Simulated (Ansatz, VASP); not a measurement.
## Li2Se: VASP beside Ansatz

```
CELL_PARAMETERS angstrom
0.00000 2.99352 2.99352
2.99352 0.00000 2.99352
2.99352 2.99352 0.00000
ATOMIC_POSITIONS crystal
Se 0.00000 0.00000 0.00000
Li 0.25000 0.25000 0.25000
Li 0.75000 0.75000 0.75000
```

Alike in both runs: task single point; functional PBE; k mesh 6 × 6 × 6; no spin polarisation.

|  | VASP | Ansatz |
| --- | --- | --- |
| version | VASP 6.6.1 | Ansatz 0.2.0 |
| potentials or method | VASP PAW PBE potentials, release 64 (Se, Li_sv) | plane waves, PAW |
| plane-wave cutoff (eV) | 750 | 420 |
| occupations | gaussian, width 0.01 eV | fixed |
| valence electrons in the cell | 12 | 22 |

```csv
,VASP,Ansatz,Ansatz less VASP
gap on the k mesh at the Fermi level (eV),2.97,2.97,+0.006
pressure (GPa),0.3,0.3,+0.06
```

VASP's potentials hold 12 valence electrons a cell and Ansatz's 22, so a difference there can come from the potentials and not from the codes.
